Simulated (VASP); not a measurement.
**Bi: relaxation of cell and atoms with PBEsol**

Bi:

```
Bi
1.0
     0.00000    2.51984    2.51984
     2.51984    0.00000    2.51984
     2.51984    2.51984    0.00000
Bi
1
Direct
  0.00000 0.00000 0.00000
```

This isn't the form of Bi at room conditions, which is rhombohedral.

| Item | Value |
| --- | --- |
| Program | VASP 6.6.1 |
| Task | relaxation of cell and atoms |
| Functional | PBEsol |
| Potentials or basis | VASP PAW PBE potentials, release 64 (Bi_d) |
| Cutoff | 600 eV |
| k mesh | 15 × 15 × 15 |
| Occupations | fermi-dirac, width 0.05 eV |
| Spin | no spin polarisation |
| Dipole correction | no |
| Further INCAR settings | ALGO = Normal; EDIFF = 1e-07; IBRION = 2; EDIFFG = -0.005; NSW = 60; ISIF = 3 |

| Quantity | Value |
| --- | --- |
| Relaxed volume | 30.09 Å³/atom |
| Relaxed cell | a = 3.491 Å, b = 3.491 Å, c = 3.491 Å, α = 60.00°, β = 60.00°, γ = 60.00° |
| Space group after relaxing (to 0.1 Å) | Fm-3m (No. 225) |
| Energy gained by relaxing | 20.2 meV/atom |
| Ionic steps | 3 |
| Pressure after relaxing | 0.0 GPa |
| Band gap on the k mesh | zero (an odd number of electrons rules out a gap without spin polarisation) |

Step by step:
| step | energy change (eV) | largest force (eV/Å) | pressure (GPa) | volume (Å³) |
| --- | --- | --- | --- | --- |
| 1 | 0.0000 | 0.0000 | -3.20 | 32.00 |
| 2 | -0.0143 | 0.0000 | 2.07 | 29.13 |
| 3 | -0.0202 | 0.0000 | -0.02 | 30.09 |

Final structure:
```yaml
crystal:
  lattice:
    - [0.00000, 2.46860, 2.46860]
    - [2.46860, 0.00000, 2.46860]
    - [2.46860, 2.46860, 0.00000]
  atoms:
    - { symbol: Bi, position: [0.00000, 0.00000, 0.00000] }
```

Levels at points of the mesh, in eV from the Fermi level:
| k point | band 3 | band 4 | band 5 | band 6 | band 7 | band 8 | band 9 | band 10 | band 11 |
| --- | --- | --- | --- | --- | --- | --- | --- | --- | --- |
| (0.00, 0.00, 0.00) | -23.07 | -22.99 | -22.99 | -13.89 | 5.14 | 5.14 | 5.14 | 9.02 | 9.18 |

Run time: 86 s on 1 thread of Intel(R) Xeon(R) Platinum 8259CL CPU @ 2.50GHz (Skylake/Cascade Lake), with other jobs on the host, peak memory 0.2 GiB.

Caveat: the PAW data sets were made with another functional, which shifts forces and pressure a little; spin-orbit coupling is left out, which moves the levels of the heavy elements.
